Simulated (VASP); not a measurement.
# Al (Fm-3m) in VASP: a series of runs

Al is run at these levels: r2SCAN; tasks: single point, relaxation of cell and atoms.

Everything below comes from runs of VASP 6.6.1. Logs are shortened: lines on timing, memory, paths and dates and some standing lists are left out, and cuts for length are marked.

## (1) The cell of the first run

Symmetry: Fm-3m, No. 225, cubic system. Conventional cell: a = 3.993 Å, b = 3.993 Å, c = 3.993 Å, α = 90.00°, β = 90.00°, γ = 90.00°. Al (site symmetry m-3m) has 12 Al at 2.82 Å within 3.7 Å.

## (2) Single point, r2SCAN

Input file POSCAR:

```
Al
1.0
    0.0000000000      1.9967029009      1.9967029009
    1.9967029009      0.0000000000      1.9967029009
    1.9967029009      1.9967029009      0.0000000000
Al
1
Direct
    0.0000000000      0.0000000000      0.0000000000
```

Input file INCAR.step1:

```
SYSTEM = Al
  PREC = Accurate
  ENCUT = 520
  ISMEAR = -1
  SIGMA = 0.08
  LREAL = .False.
  LASPH = .True.
  NELM = 80
  NBANDS = 8
  GGA = PE
  ALGO = Normal
  EDIFF = 1E-4
  LWAVE = .True.
  LCHARG = .False.
```

Input file INCAR.step2:

```
SYSTEM = Al
  PREC = Accurate
  ENCUT = 520
  EDIFF = 1E-6
  ISMEAR = -1
  SIGMA = 0.08
  LREAL = .False.
  LASPH = .True.
  NELM = 80
  ALGO = Normal
  ISIF = 2
  LWAVE = .False.
  LCHARG = .False.
  METAGGA = R2SCAN
  LMIXTAU = .True.
  NBANDS = 8
  ISTART = 1
```

Input file KPOINTS:

```
regular mesh
0
Gamma
  19 19 19
  0 0 0
```

Potentials or basis: VASP PAW PBE potentials, release 64 (Al).

Command:

```sh
cat potpaw_PBE.64/Al/POTCAR > POTCAR
cp INCAR.step1 INCAR
mpirun -np 1 vasp_std > vasp.out
cp INCAR.step2 INCAR
mpirun -np 1 vasp_std > vasp.out
```

OUTCAR:

```text
SYSTEM = Al
   PREC = Accurate
   ENCUT = 520
   EDIFF = 1E-6
   ISMEAR = -1
   LREAL = .False.
   LASPH = .True.
   NELM = 80
   ISIF = 2
   METAGGA = R2SCAN
   ISTART = 1

 ion  position               nearest neighbor table
   1  0.000  0.000  0.000-

  LATTYP: Found a face centered cubic cell.
 ALAT       =     3.9934058018

  Lattice vectors:

 A1 = (   0.0000000000,   1.9967029009,   1.9967029009)
 A2 = (   1.9967029009,   0.0000000000,   1.9967029009)
 A3 = (   1.9967029009,   1.9967029009,   0.0000000000)

Analysis of symmetry for initial positions (statically):
=====================================================================
 Subroutine PRICEL returns:
 Original cell was already a primitive cell.

 Routine SETGRP: Setting up the symmetry group for a
 face centered cubic supercell.

 Subroutine GETGRP returns: Found 48 space group operations
 (whereof 48 operations were pure point group operations)
 out of a pool of 48 trial point group operations.

The static configuration has the point symmetry O_h .

Analysis of symmetry for dynamics (positions and initial velocities):
=====================================================================
 Subroutine PRICEL returns:
 Original cell was already a primitive cell.

 Routine SETGRP: Setting up the symmetry group for a
 face centered cubic supercell.

 Subroutine GETGRP returns: Found 48 space group operations
 (whereof 48 operations were pure point group operations)
 out of a pool of 48 trial point group operations.

The dynamic configuration has the point symmetry O_h .

 Subroutine INISYM returns: Found 48 space group operations
 (whereof 48 operations are pure point group operations),
 and found     1 'primitive' translations

----------------------------------------------------------------------------------------

                                     Primitive cell

  volume of cell :      15.9210

  direct lattice vectors                    reciprocal lattice vectors
     0.000000000  1.996702901  1.996702901    -0.250412818  0.250412818  0.250412818
     1.996702901  0.000000000  1.996702901     0.250412818 -0.250412818  0.250412818
     1.996702901  1.996702901  0.000000000     0.250412818  0.250412818 -0.250412818

  length of vectors
     2.823764322  2.823764322  2.823764322     0.433727724  0.433727724  0.433727724

  position of ions in fractional coordinates (direct lattice)
     0.000000000  0.000000000  0.000000000

  ion indices of the primitive-cell ions
   primitive index   ion index
                 1           1

----------------------------------------------------------------------------------------

 KPOINTS: regular mesh

Automatic generation of k-mesh.
 Grid dimensions read from file:
 generate k-points for:   19   19   19

 Generating k-lattice:

  Cartesian coordinates                     Fractional coordinates (reciprocal lattice)
    -0.013179622  0.013179622  0.013179622     0.052631579  0.000000000  0.000000000
     0.013179622 -0.013179622  0.013179622     0.000000000  0.052631579  0.000000000
     0.013179622  0.013179622 -0.013179622     0.000000000  0.000000000  0.052631579

  Length of vectors
     0.022827775  0.022827775  0.022827775

  Shift w.r.t. Gamma in fractional coordinates (k-lattice)
     0.000000000  0.000000000  0.000000000

 Subroutine IBZKPT returns following result:
 ===========================================

 Found    220 irreducible k-points:

 Following reciprocal coordinates:
            Coordinates               Weight
  0.000000  0.000000  0.000000      1.000000
  0.052632  0.000000  0.000000      8.000000
  0.105263  0.000000  0.000000      8.000000
  0.157895  0.000000  0.000000      8.000000
  0.210526  0.000000  0.000000      8.000000
  0.263158  0.000000  0.000000      8.000000
[... 16 lines left out ...]
 -0.315789  0.052632  0.000000     24.000000
 -0.263158  0.052632  0.000000     24.000000
 [... further k-points ...]
   k-points           NKPTS =    220   k-points in BZ     NKDIM =    220   number of bands    NBANDS=      8
   number of dos      NEDOS =    301   number of ions     NIONS =      1
   total plane-waves  NPLWV =  13824
   dimension x,y,z NGX =    24 NGY =   24 NGZ =   24
   dimension x,y,z NGXF=    48 NGYF=   48 NGZF=   48
   ions per type =               1
   NGX,Y,Z   is equivalent  to a cutoff of  14.13, 14.13, 14.13 a.u.
   NGXF,Y,Z  is equivalent  to a cutoff of  28.26, 28.26, 28.26 a.u.
 SYSTEM =  Al
   PREC   = accura    normal or accurate (medium, high low for compatibility)
   ISTART =      1    job   : 0-new  1-cont  2-samecut
   ICHARG =      0    charge: 1-file 2-atom 10-const
   ISPIN  =      1    spin polarized calculation?
   LNONCOLLINEAR =      F non collinear calculations
   LSORBIT =      F    spin-orbit coupling
   LASPH  =      T    aspherical Exc in radial PAW
   ENCUT  =  520.0 eV  38.22 Ry    6.18 a.u.   5.25  5.25  5.25*2*pi/ulx,y,z
   NELM   =     80;   NELMIN=  2; NELMDL=  0     # of ELM steps
   EDIFF  = 0.1E-05   stopping-criterion for ELM
   LREAL  =      F    real-space projection
   EDIFFG = 0.1E-04   stopping-criterion for IOM
   NSW    =      0    number of steps for IOM
   IBRION =     -1    ionic relax: 0-MD 1-quasi-New 2-CG
   NFREE  =      0    steps in history (QN), initial steepest desc. (CG)
   ISIF   =      2    stress and relaxation
   ISYM   =      2    0-nonsym 1-usesym 2-fastsym
   POTIM  = 0.5000    time-step for ionic-motion
   TEBEG  =    0.0;   TEEND  =   0.0 temperature during run
   PSTRESS=    0.0 pullay stress
   NELECT =       3.0000    total number of electrons
   NUPDOWN=      -1.0000    fix difference up-down
   EMIN   =  10.00;   EMAX   =-10.00  energy-range for DOS
   EFERMI =   0.00;   METHOD = LEGACY
   ISMEAR =    -1;   SIGMA  =   0.08  broadening in eV -4-tet -1-fermi 0-gaus
   EFERMI_NEDOS =   21; number of points for ismear=-14 and -15
   IALGO  =     38    algorithm
   IMIX   =      4    mixing-type and parameters
     AMIX     =   0.40;   BMIX     =  1.00
     AMIX_MAG =   1.60;   BMIX_MAG =  1.00
  volume/ion in A,a.u.               =      15.92       107.44
  Fermi-wavevector in a.u.,A,eV,Ry     =   0.938552  1.773607 11.985105  0.880880
  Thomas-Fermi vector in A             =   2.065776
   LORBIT       =      0    0 simple, 1 ext, 2 COOP (PROOUT), +10 PAW based schemes
   METAGGA = R2SCAN    functional components
   LHFCALC =     F    Hartree Fock is set to
   AEXX    =    0.0000 exact exchange contribution
   IVDW    =     0    specifies the selected vdW correction
   LEPSILON=     F    determine dielectric tensor
   LRPA    =     F    only Hartree local field effects (RPA)
 non-spin polarized calculation
  energy-cutoff  :      520.00
  volume of cell :       15.92
 maximum number of plane-waves:       444
 NGX is ok and might be reduce to    24

 number of electron       3.0000000 magnetization

 Free energy of the ion-electron system (eV)
  ---------------------------------------------------
  ext. energy  EPLUGINS =         0.00000000
  ---------------------------------------------------
  free energy    TOTEN  =        -6.73879187 eV

  energy without entropy =       -6.72925036  energy(sigma->0) =       -6.73402111

 E-fermi :   8.4155     XC(G=0): -11.0397

 val. band max:        8.3967414407   @ k =  -0.2632   0.3158   0.0526
 cond. band min:       8.4213782365   @ k =  -0.4211   0.3684   0.1053
 fundamental gap:      0.0246367957
 Fermi energy:         8.4154805944

 k-point     1 :       0.0000    0.0000    0.0000
  band No.  band energies     occupation
      1      -3.7001      2.00000
      2      21.9199      0.00000
      3      21.9199      0.00000
      4      21.9199      0.00000
      5      24.1136      0.00000
      6      24.1136      0.00000
      7      24.1136      0.00000
      8      26.0165      0.00000

 k-point     2 :       0.0526    0.0000    0.0000
  band No.  band energies     occupation
      1      -3.6182      2.00000
      2      20.5066      0.00000
      3      21.6857      0.00000
      4      21.6857      0.00000
      5      24.4790      0.00000
      6      24.4790      0.00000
      7      24.5558      0.00000
      8      26.9276      0.00000

 k-point     3 :       0.1053    0.0000    0.0000
  band No.  band energies     occupation
      1      -3.3727      2.00000
      2      18.2634      0.00000
      3      21.2344      0.00000
      4      21.2344      0.00000
      5      24.5609      0.00000
      6      25.3080      0.00000
      7      25.3080      0.00000
      8      27.8699      0.00000

 k-point     4 :       0.1579    0.0000    0.0000
  band No.  band energies     occupation
      1      -2.9645      2.00000
      2      15.9699      0.00000
      3      20.8023      0.00000
      4      20.8023      0.00000
      5      24.3666      0.00000
      6      26.0759      0.00000
      7      26.0759      0.00000
      8      27.0026      0.00000

 k-point     5 :       0.2105    0.0000    0.0000
  band No.  band energies     occupation
      1      -2.3950      2.00000
      2      13.7383      0.00000
      3      20.4633      0.00000
      4      20.4633      0.00000
      5      24.1615      0.00000
      6      25.2885      0.00000
      7      25.2885      0.00000
      8      27.8941      0.00000
[... 177 lines left out ...]
 k-point    22 :      -0.3684    0.0526    0.0000
  band No.  band energies     occupation
      1       0.7079      2.00000
      2       7.1576      2.00000
      3      18.5076      0.00000
      4      20.9806      0.00000
      5      21.5428      0.00000
      6      22.5930      0.00000
      7      24.7884      0.00000
      8      27.2735      0.00000

 k-point    23 :      -0.3158    0.0526    0.0000
  band No.  band energies     occupation
      1      -0.3803      2.00000
      2       9.0037      0.00128
      3      18.4346      0.00000
      4      21.3499      0.00000
      5      21.8934      0.00000
      6      23.3929      0.00000
      7      24.6618      0.00000
      8      28.0738      0.00000

 k-point    24 :      -0.2632    0.0526    0.0000
  band No.  band energies     occupation
      1      -1.3168      2.00000
      2      10.9770      0.00000
      3      18.4992      0.00000
      4      21.4202      0.00000
      5      22.8020      0.00000
      6      24.2650      0.00000
      7      24.7095      0.00000
      8      28.7108      0.00000

 [... further k-points ...]

------------------------ aborting loop because EDIFF is reached ----------------------------------------

  FORCE on cell =-STRESS in cart. coord.  units (eV):
  Direction    XX          YY          ZZ          XY          YZ          ZX
  --------------------------------------------------------------------------------------
  -------------------------------------------------------------------------------------
  Total       -0.0351062     -0.0351062     -0.0351062      0.0000000     -0.0000000      0.0000000
  in kB       -3.5328400     -3.5328400     -3.5328400      0.0000000     -0.0000000      0.0000000
  external PRESSURE =      -3.5328400 kB  Pullay stress =       0.0000000 kB

 VOLUME and BASIS-vectors are now :
 -----------------------------------------------------------------------------
  energy-cutoff  :      520.00
  volume of cell :       15.92
      direct lattice vectors                 reciprocal lattice vectors
     0.000000000  1.996702901  1.996702901    -0.250412818  0.250412818  0.250412818
     1.996702901  0.000000000  1.996702901     0.250412818 -0.250412818  0.250412818
     1.996702901  1.996702901  0.000000000     0.250412818  0.250412818 -0.250412818

 POSITION                                       TOTAL-FORCE (eV/Angst)
 -----------------------------------------------------------------------------------
      0.00000      0.00000      0.00000        -0.000000      0.000000     -0.000000
 -----------------------------------------------------------------------------------
    total drift:                                0.000000     -0.000000     -0.000000

  FREE ENERGIE OF THE ION-ELECTRON SYSTEM (eV)
  ---------------------------------------------------
  free  energy   TOTEN  =        -6.7387918660 eV

  energy  without entropy=       -6.7292503591  energy(sigma->0) =       -6.73402111
```

Wall time 76 s (1 thread of Intel Xeon 8259CL, shared host); peak memory 0.15 GiB.

What came out:

| Quantity | Value |
| --- | --- |
| Free energy | -6.7388 eV |
| Pressure | -0.4 GPa |
| Band gap on the k mesh | zero (an odd number of electrons rules out a gap without spin polarisation) |

Caveat: the PAW data sets were made with another functional, which shifts forces and pressure a little.

## (3) Single point, r2SCAN

This run uses another cell than the first one: it holds 3 atoms, not 1.

Input file POSCAR:

```
Al
1.0
    0.0000000000      1.9967029009     -1.9967029009
   -1.9967029009      0.0000000000      1.9967029009
    3.9934058018      3.9934058018      3.9934058018
Al
3
Direct
    0.0000000000      0.0000000000      0.0000000000
    0.3333333330      0.6666666670      0.3333333330
    0.6666666670      0.3333333330      0.6666666670
```

Input file INCAR.step1:

```
PREC = Accurate
ENCUT = 520
ISMEAR = -1
SIGMA = 0.08
LREAL = F
LASPH = T
NELM = 100
NBANDS = 12
GGA = PE
ALGO = Normal
EDIFF = 1E-4
LWAVE = T
LCHARG = F
```

Input file INCAR.step2:

```
PREC = Accurate
ENCUT = 520
EDIFF = 1E-6
ISMEAR = -1
SIGMA = 0.08
LREAL = F
LASPH = T
NELM = 100
ALGO = Normal
ISIF = 2
LWAVE = F
LCHARG = F
METAGGA = R2SCAN
LMIXTAU = T
NBANDS = 12
ISTART = 1
```

Input file KPOINTS:

```
Automatic mesh
0
Gamma
  17 17 6
```

Potentials or basis: VASP PAW PBE potentials, release 64 (Al).

Command:

```sh
cat potpaw_PBE.64/Al/POTCAR > POTCAR
cp INCAR.step1 INCAR
mpirun -np 1 vasp_std > vasp.out
cp INCAR.step2 INCAR
mpirun -np 1 vasp_std > vasp.out
```

Wall time 5.9 min (1 thread of Intel Xeon 8259CL, shared host); peak memory 0.22 GiB.

The run converged. Its results:

* Free energy: -20.2327 eV
* Pressure: -0.3 GPa
* Band gap on the k mesh: zero (an odd number of electrons rules out a gap without spin polarisation)

Levels at points of the mesh, in eV from the Fermi level:
| k point | band 2 | band 3 | band 4 | band 5 | band 6 | band 7 |
| --- | --- | --- | --- | --- | --- | --- |
| (0.00, 0.00, 0.00) | -8.84 | -8.84 | 0.56 | 0.56 | 11.75 | 11.75 |
| (0.00, 0.00, 0.50) | -11.27 | -5.14 | -4.57 | 7.21 | 7.21 | 12.26 |

Caveat: the PAW data sets were made with another functional, which shifts forces and pressure a little.

## (4) Relaxation of cell and atoms, r2SCAN

Input file POSCAR:

```
Al
1.0
    0.0000000000      1.9967029009      1.9967029009
    1.9967029009      0.0000000000      1.9967029009
    1.9967029009      1.9967029009      0.0000000000
Al
1
Direct
    0.0000000000      0.0000000000      0.0000000000
```

Input file INCAR.step1:

```
SYSTEM = Al
  ALGO = Normal
  EDIFF = 1E-4
  ENCUT = 600
  GGA = PE
  ISMEAR = -1
  LASPH = .True.
  LCHARG = .False.
  LREAL = .False.
  LWAVE = .True.
  NELM = 100
  PREC = Accurate
  SIGMA = 0.08
```

Input file INCAR.step2:

```
SYSTEM = Al
  ALGO = Normal
  EDIFF = 1E-6
  EDIFFG = -0.005
  ENCUT = 600
  IBRION = 2
  ISIF = 3
  ISMEAR = -1
  ISTART = 1
  LASPH = .True.
  LCHARG = .False.
  LMIXTAU = .True.
  LREAL = .False.
  LWAVE = .False.
  METAGGA = R2SCAN
  NELM = 100
  NSW = 60
  PREC = Accurate
  SIGMA = 0.08
```

Input file KPOINTS:

```
k-points
0
Gamma
  19 19 19
  0 0 0
```

Command:

```sh
cat potpaw_PBE.64/Al/POTCAR > POTCAR
cp INCAR.step1 INCAR
mpirun -np 1 vasp_std > vasp.out
cp INCAR.step2 INCAR
mpirun -np 1 vasp_std > vasp.out
```

Wall time 1.8 min (1 thread of Intel Xeon 8259CL, shared host); peak memory 0.16 GiB.

The run converged. Its results:

* Free energy: -6.7388 eV
* Relaxed volume: 15.86 Å³/atom
* Relaxed cell: a = 2.820 Å, b = 2.820 Å, c = 2.820 Å, α = 60.00°, β = 60.00°, γ = 60.00°
* Space group after relaxing (to 0.1 Å): Fm-3m (No. 225)
* Energy gained by relaxing: 0.1 meV/atom
* Ionic steps: 3
* Pressure after relaxing: 0.0 GPa
* Band gap on the k mesh: zero (an odd number of electrons rules out a gap without spin polarisation)

Final structure:
```cif
data_structure
_symmetry_space_group_name_H-M 'P 1'
_symmetry_Int_Tables_number 1
_cell_length_a 2.8200
_cell_length_b 2.8200
_cell_length_c 2.8200
_cell_angle_alpha 60.000
_cell_angle_beta 60.000
_cell_angle_gamma 60.000
_cell_volume 15.86
loop_
_atom_site_label
_atom_site_type_symbol
_atom_site_fract_x
_atom_site_fract_y
_atom_site_fract_z
_atom_site_occupancy
Al1 Al 0.00000 0.00000 0.00000 1
```

Levels at points of the mesh, in eV from the Fermi level:
| k point | band 1 | band 2 | band 3 | band 4 | band 5 |
| --- | --- | --- | --- | --- | --- |
| (0.00, 0.00, 0.00) | -12.14 | 13.53 | 13.53 | 13.53 | 15.75 |

Caveat: the PAW data sets were made with another functional, which shifts forces and pressure a little.

## (5) Summary

| task | cell | k mesh | cutoff (eV) | gap on the mesh (eV) | pressure (GPa) |
| --- | --- | --- | --- | --- | --- |
| single point | a = 2.824 Å, angles 60.0°, 1 atom, atomic positions A | 19 × 19 × 19 | 520 | none | -0.4 |
| single point | a = 2.824, b = 2.824, c = 6.917 Å, angles 90.0, 90.0, 120.0°, 3 atoms, atomic positions B | 17 × 17 × 6 | 520 | none | -0.3 |
| relaxation of cell and atoms | relaxed from a = 2.824 Å, angles 60.0°, 1 atom, atomic positions A | 19 × 19 × 19 | 600 | none | 0.0 |

Alike in all rows: level r2SCAN; potentials or basis VASP PAW PBE potentials, release 64 (Al); no spin polarisation; smearing fermi-dirac 0.08 eV.

Caveats: the PAW data sets were made with another functional, which shifts forces and pressure a little.

Absolute energies hang on the potentials; compare differences alone.

The gap in the log of VASP goes by the Fermi energy; the results here count the filled bands.